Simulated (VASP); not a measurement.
ZrB2, 3 atoms in the cell. Symmetry: P6/mmm, No. 191, hexagonal system. The conventional cell has a = 3.125 Å, b = 3.125 Å, c = 3.467 Å, α = 90.00°, β = 90.00°, γ = 120.00°. Zr (site symmetry 6/mmm) has 12 B at 2.50 Å and 6 Zr at 3.12 Å within 3.3 Å. Within 2.4 Å of B (site symmetry -6m2) lie 3 B at 1.80 Å.  This cell differs from its parent crystal: volume scaled by 0.97, then relaxed in part.

```yaml
Program: VASP 6.6.1
Task: single point
Functional: PBEsol
Potentials_or_basis: VASP PAW PBE potentials, release 64 (Zr_sv, B)
Cutoff: 520 eV
k_mesh: 18 × 18 × 12
Occupations: gaussian, width 0.1 eV
Spin: no spin polarisation
Dipole_correction: no
Further_INCAR_settings: ALGO = Normal; EDIFF = 1e-07; NBANDS = 16
```

Potentials or basis: VASP PAW PBE potentials, release 64 (Zr_sv, B).

The run is started by

```bash
$ cat potpaw_PBE.64/Zr_sv/POTCAR potpaw_PBE.64/B/POTCAR > POTCAR
$ mpirun -np 1 vasp_std > vasp.out
```

Hardware: 1 thread of Intel(R) Xeon(R) Platinum 8559C (Emerald Rapids) (shared host).

Estimate the wall time of this run.

Run time: 49 s on 1 thread of Intel(R) Xeon(R) Platinum 8559C (Emerald Rapids), on a shared host, peak memory 0.24 GiB. Counts: scf iterations 14, k points 259.
